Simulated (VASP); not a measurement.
Set up this calculation in VASP 6.6.1, as the native input.

| Property | Result |
| --- | --- |
| Task | relaxation of cell and atoms |
| Functional | PBE |
| Potentials or basis | VASP PAW PBE potentials, release 64 (Ca_sv) |
| Cutoff | 600 eV |
| k mesh | 4 × 4 × 4 |
| Occupations | gaussian, width 0.1 eV |
| Spin | no spin polarisation |
| Dipole correction | no |
| Further INCAR settings | ALGO = Normal; EDIFF = 1e-06; IBRION = 2; EDIFFG = -0.04; NSW = 90; ISIF = 3 |

The structure of Ca lies in POSCAR:

```
Ca
1.0
    3.8534223685     -2.4455645570      0.0000000000
    3.8534223685      2.4455645570      0.0000000000
   -2.8028637497      0.0000000000      5.3461367770
Ca
2
Direct
    0.0640000000      0.0640000000      0.1530000000
    0.9360000000      0.9360000000      0.8470000000
```

The input as run:

INCAR

```
  PREC = Accurate
  ENCUT = 600
  EDIFF = 1E-6
  ISMEAR = 0
  SIGMA = 0.1
  LREAL = False
  LASPH = True
  NELM = 80
  ALGO = Normal
  ISIF = 3
  LWAVE = False
  LCHARG = False
  GGA = PE
  IBRION = 2
  NSW = 90
  EDIFFG = -0.04
```

KPOINTS

```
Automatic mesh
0
Gamma
  4 4 4
```

Potentials or basis: VASP PAW PBE potentials, release 64 (Ca_sv).

Run with:

```console
$ cat potpaw_PBE.64/Ca_sv/POTCAR > POTCAR
$ mpirun -np 1 vasp_std > vasp.out
```

Results of the run:

* Relaxed volume: 42.61 Å³/atom
* Relaxed cell: a = 3.887 Å, b = 3.887 Å, c = 6.558 Å, α = 90.13°, β = 90.13°, γ = 59.33°
* Space group after relaxing (to 0.1 Å): Cmcm (No. 63)
* Energy gained by relaxing: 6686.3 meV/atom
* Ionic steps: 47
* Pressure after relaxing: 0.0 GPa
* Largest force after relaxing: 0.035 eV/Å
* Band gap on the k mesh: zero (bands 10 and 11 overlap by 0.60 eV)

Caveat: the k points lie up to 0.47 Å⁻¹ apart in the final cell, too coarse for converged energies and pressures of a metal; the volume moved by over 15 % at a fixed basis, so the end points are rough.

Run time: 30 min on 1 thread of Intel Xeon 8259CL, with other jobs on the host, peak memory 0.28 GiB.
